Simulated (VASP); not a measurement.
# Re (P6_3/mmc) in VASP: notebook, part 2 of 2

VASP 6.6.1. Earlier steps stand in the parts before.

**3. Single point, LDA**

The input, INCAR:

```
SYSTEM = Re
PREC     = Accurate       ! precision mode
ENCUT    = 600            ! plane-wave cutoff, eV
EDIFF    = 1E-6           ! SCF threshold, eV
ISMEAR   = -1             ! smearing method
SIGMA    = 0.1            ! smearing width, eV
LREAL    = .False.        ! projectors in reciprocal space
LASPH    = .True.         ! aspherical terms in the spheres
NELM     = 120            ! most SCF steps
ALGO     = Normal         ! electronic algorithm
ISIF     = 2              ! what is computed and relaxed
LWAVE    = .False.        ! write WAVECAR
LCHARG   = .True.         ! write CHGCAR
GGA      = CA             ! functional
LELF     = .True.         ! ELF
LVHAR    = .True.       
NBANDS   = 14             ! bands
GGA_COMPAT= .False.
```

The input, KPOINTS:

```
regular mesh
0
Gamma
  19 19 10
  0 0 0
```

The input, POSCAR:

```
Re
1.0
    2.7391880258      0.0000000000      0.0000000000
   -1.3695940129      2.3722064161      0.0000000000
    0.0000000000      0.0000000000      4.4118668232
Re
2
Direct
    0.3333333333      0.6666666667      0.2500000000
    0.6666666667      0.3333333333      0.7500000000
```

Potentials or basis: VASP PAW LDA potentials, release 64 (Re).

The run is started by

```console
$ cat potpaw_LDA.64/Re/POTCAR > POTCAR
$ mpirun -np 1 vasp_std > vasp.out
```

OUTCAR:

```text
SYSTEM = Re
   PREC = Accurate
   ENCUT = 600
   EDIFF = 1E-6
   ISMEAR = -1
   LREAL = .False.
   LASPH = .True.
   NELM = 120
   ISIF = 2
   GGA = CA

 ion  position               nearest neighbor table
   1  0.333  0.667  0.250-   2 2.71   2 2.71   2 2.71   2 2.71   2 2.71   2 2.71
   2  0.667  0.333  0.750-   1 2.71   1 2.71   1 2.71   1 2.71   1 2.71   1 2.71

  LATTYP: Found a hexagonal cell.
 ALAT       =     2.7391880258
 C/A-ratio  =     1.6106476743

  Lattice vectors:

 A1 = (   2.7391880258,   0.0000000000,   0.0000000000)
 A2 = (  -1.3695940129,   2.3722064161,   0.0000000000)
 A3 = (   0.0000000000,   0.0000000000,   4.4118668232)

Analysis of symmetry for initial positions (statically):
=====================================================================
 Subroutine PRICEL returns:
 Original cell was already a primitive cell.

 Routine SETGRP: Setting up the symmetry group for a
 hexagonal supercell.

 Subroutine GETGRP returns: Found 24 space group operations
 (whereof 12 operations were pure point group operations)
 out of a pool of 24 trial point group operations.

The static configuration has the point symmetry D_3d.
[... 177 lines left out ...]
      6       7.3826      1.99933
      7       7.3826      1.99933
      8       8.3214      0.40087
      9       8.3214      0.40087
     10       9.0150      0.00049
     11      11.6518      0.00000
     12      11.6518      0.00000
     13      18.5951      0.00000
     14      22.4120      0.00000
[... 377 lines left out ...]
      1       2.1348      2.00000
      2       2.7485      2.00000
      3       3.3012      2.00000
      4       5.3149      2.00000
      5       6.0668      2.00000
      6       7.0277      1.99998
      7       7.1203      1.99995
      8      10.2188      0.00000
      9      11.2976      0.00000
     10      12.4306      0.00000
     11      12.5247      0.00000
     12      17.9434      0.00000
     13      19.3912      0.00000
     14      20.3864      0.00000

 [... further k-points ...]

------------------------ aborting loop because EDIFF is reached ----------------------------------------

  FORCE on cell =-STRESS in cart. coord.  units (eV):
  Direction    XX          YY          ZZ          XY          YZ          ZX
  --------------------------------------------------------------------------------------
  -------------------------------------------------------------------------------------
  Total        0.3071681      0.3071681      0.3105844      0.0000000      0.0000000      0.0000000
  in kB       17.1668268     17.1668268     17.3577533      0.0000000      0.0000000      0.0000000
  external PRESSURE =      17.2304690 kB  Pullay stress =       0.0000000 kB

 VOLUME and BASIS-vectors are now :
 -----------------------------------------------------------------------------
  energy-cutoff  :      600.00
  volume of cell :       28.67
      direct lattice vectors                 reciprocal lattice vectors
     2.739188026  0.000000000  0.000000000     0.365071689  0.210774238  0.000000000
    -1.369594013  2.372206416  0.000000000     0.000000000  0.421548476  0.000000000
     0.000000000  0.000000000  4.411866823     0.000000000  0.000000000  0.226661420

 POSITION                                       TOTAL-FORCE (eV/Angst)
 -----------------------------------------------------------------------------------
     -0.00000      1.58147      1.10297         0.000000     -0.000000      0.000000
      1.36959      0.79074      3.30890        -0.000000      0.000000      0.000000
 -----------------------------------------------------------------------------------
    total drift:                               -0.000000      0.000000     -0.000000

  FREE ENERGIE OF THE ION-ELECTRON SYSTEM (eV)
  ---------------------------------------------------
  free  energy   TOTEN  =       -27.5566238705 eV

  energy  without entropy=      -27.5038149724  energy(sigma->0) =      -27.53021942
```

Run time: 35 s. Hardware: 1 thread of Intel Xeon 6975P-C (Granite Rapids), shared host; peak memory 0.23 GiB.

What came out:

```yaml
Free_energy: -27.5566 eV
Pressure: 1.7 GPa
Band_gap_on_the_k_mesh: zero (band 7 reaches 9.74 eV, above the bottom of band 8 at 6.36 eV)
```

Caveat: spin-orbit coupling is left out, which moves the levels of the heavy elements.

**4. Single point, LDA, non-collinear spin, zero start, spin-orbit coupling**

The input, INCAR:

```
PREC     = Accurate       # precision mode
ENCUT    = 520            # plane-wave cutoff, eV
EDIFF    = 1E-6           # SCF threshold, eV
ISMEAR   = -1             # smearing method
SIGMA    = 0.1            # smearing width, eV
LREAL    = False          # projectors in reciprocal space
LASPH    = True           # aspherical terms in the spheres
NELM     = 150            # most SCF steps
ALGO     = Normal         # electronic algorithm
ISIF     = 2              # what is computed and relaxed
LWAVE    = False          # write WAVECAR
LCHARG   = False          # write CHGCAR
MAGMOM   = 0 0 0 0 0 0    # initial moments
LORBIT   = 11             # projections on sites
LSORBIT  = True           # spin-orbit coupling
GGA_COMPAT= False        
LORBMOM  = True         
LMAXMIX  = 4              # l up to which the mixer works
NBANDS   = 26             # bands
```

The input, KPOINTS:

```
regular mesh
0
Gamma
  13 13 7
```

The input, POSCAR:

```
Re
1.0
    2.7391880005      0.0000000000      0.0000000000
   -1.3695940002      2.3722063941      0.0000000000
    0.0000000000      0.0000000000      4.4118668177
Re
2
Direct
    0.3333333333      0.6666666667      0.2500000000
    0.6666666667      0.3333333333      0.7500000000
```

The run is started by

```console
$ cat potpaw_LDA.64/Re/POTCAR > POTCAR
$ mpirun -np 1 vasp_ncl > vasp.out
```

Wall time 60 s (1 thread of Intel Xeon Platinum 8559C (Emerald Rapids), shared host); peak memory 0.22 GiB.

It converged, with:

| Property | Result |
| --- | --- |
| Free energy | -28.2216 eV |
| Pressure | 2.1 GPa |
| Net moment | 0.00 μB per cell |
| Valence electrons inside the program's atomic spheres | Re 6.26 |

Stress tensor (GPa, compression positive):
```
2.33 0.00 0.00
0.00 2.33 0.00
0.00 0.00 1.68
```

Moments on the atoms (μB; x, y, z):
```
Re  0.00 0.00 0.00
Re  0.00 0.00 0.00
```

**5. The runs side by side**

```tsv
spin	k mesh	cutoff (eV)	gap on the mesh (eV)	pressure (GPa)
off	14 × 14 × 8	600	none	1.8
off	19 × 19 × 10	600	none	1.7
non-collinear, zero start, SOC	13 × 13 × 7	520	-	2.1
```

Alike in all rows: task single point; level LDA; potentials or basis VASP PAW LDA potentials, release 64 (Re); cell as given; smearing fermi-dirac 0.1 eV.

Caveats: spin-orbit coupling is left out, which moves the levels of the heavy elements (some runs).

Total energies depend on the potentials used, so only differences within one code and one set of settings carry meaning.
